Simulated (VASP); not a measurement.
Here is a VASP 6.6.1 calculation.

File INCAR:

```
SYSTEM = K
PREC = Accurate
ENCUT = 520
EDIFF = 1E-7
ISMEAR = 0
SIGMA = 0.15
LREAL = .False.
LASPH = .True.
NELM = 100
ALGO = Normal
ISIF = 2
LWAVE = .False.
LCHARG = .True.
GGA = PS
LELF = .True.
LVHAR = .True.
NBANDS = 10
```

The input KPOINTS:

```
Automatic mesh
0
Gamma
  14 14 14
  0 0 0
```

Contents of POSCAR:

```
K
1.0
   -2.5757668083      2.5757668083      2.7045551488
    2.5757668083     -2.5757668083      2.7045551488
    2.5757668083      2.5757668083     -2.7045551488
K
1
Direct
    0.0000000000      0.0000000000      0.0000000000
```

Potentials or basis: VASP PAW PBE potentials, release 64 (K_sv).

The run is started by

```bash
$ cat potpaw_PBE.64/K_sv/POTCAR > POTCAR
$ mpirun -np 1 vasp_std > vasp.out
```

(1) What does it give for the pressure?

Answers

(1) -0.1 GPa.

Caveat: the PAW data sets were made with another functional, which shifts forces and pressure a little.
